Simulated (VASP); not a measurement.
A run of VASP 6.6.1 is set up as follows.

INCAR

```
PREC = Accurate ; ENCUT = 500
EDIFF = 1E-7 ; ISMEAR = 0
SIGMA = 0.1 ; LREAL = F
LASPH = T ; NELM = 200
ALGO = Normal ; ISIF = 3
LWAVE = F ; LCHARG = F
GGA = PE ; IBRION = 2
NSW = 100 ; EDIFFG = -0.01
GGA_COMPAT = F ; NELMIN = 4
LMAXMIX = 6
```

Contents of KPOINTS:

```
Automatic mesh
0
Gamma
  12 12 14
```

The input POSCAR:

```
HoTeI
1.0
    5.5574440495      0.0000000000      0.0000000000
   -2.7787220248      4.8128877270      0.0000000000
    0.0000000000      0.0000000000      3.4933955867
Ho Te I
1 1 1
Direct
    0.6666666667      0.3333333333      0.0000000000
    0.0000000000      0.0000000000      0.5000000000
    0.3333333333      0.6666666667      0.5000000000
```

Potentials or basis: VASP PAW PBE potentials, release 64 (Ho_3, Te, I), 4f in core.

Command:

```sh
$ cat potpaw_PBE.64/Ho_3/POTCAR potpaw_PBE.64/Te/POTCAR potpaw_PBE.64/I/POTCAR > POTCAR
$ mpirun -np 1 vasp_std > vasp.out
```

Q: What does it give for the relaxed volume?

A: 31.13 Å³/atom.

Q: Predict the relaxed cell.

A: a = 5.599 Å, b = 5.599 Å, c = 3.441 Å, α = 90.00°, β = 90.00°, γ = 120.00°.

Final structure:
```
Ho Te I
1.0
     5.59856    0.00000    0.00000
    -2.79928    4.84849    0.00000
     0.00000    0.00000    3.44089
Ho Te I
1 1 1
Cartesian
  2.7993 1.6162 3.4409
  0.0000 0.0000 1.7204
  0.0000 3.2323 1.7204
```

Caveat: spin-orbit coupling is left out, which moves the levels of the heavy elements; the 4f electrons are frozen in the core, so they carry no moment and show no levels; the run has no spin polarisation, though such a crystal can be magnetic. Spin polarisation is off, so any magnetic state and its effect on volume and gap are missing.
